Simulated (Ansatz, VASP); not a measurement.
**One calculation of Rb2Na, two programs**

```
CELL_PARAMETERS angstrom
0.00000 6.11269 6.11269
6.11269 0.00000 6.11269
6.11269 6.11269 0.00000
ATOMIC_POSITIONS crystal
Rb 0.62500 0.62500 0.62500
Rb 0.12500 0.62500 0.62500
Rb 0.62500 0.62500 0.12500
Rb 0.62500 0.12500 0.62500
Na 0.00000 0.00000 0.00000
Na 0.25000 0.25000 0.25000
```

Alike in both runs: functional PBE; k mesh 4 × 4 × 4; occupations gaussian, width 0.1 eV; no spin polarisation.

Ansatz relaxed the structure, and its values are those at the end. VASP's run is a single point on that final structure, the one shown.

|  | VASP | Ansatz |
| --- | --- | --- |
| version | VASP 6.6.1 | Ansatz 0.2.0 |
| potentials or method | VASP PAW PBE potentials, release 64 (Rb_sv, Na_pv), cutoff 520 eV | scalar-relativistic, plane waves, PAW |
| valence electrons in the cell | 50 | 54 |

```tsv
	VASP	Ansatz	Ansatz less VASP
gap on the k mesh at the Fermi level (eV)	none	none	-
pressure (GPa)	0.1	0.1	0.00
```

A gap of «none» marks a metal or a gap that the smearing closes. With one functional, cell and mesh, what is left measures potentials, basis and numerics. VASP's potentials hold 50 valence electrons a cell and Ansatz's 54, so a difference there can come from the potentials and not from the codes.
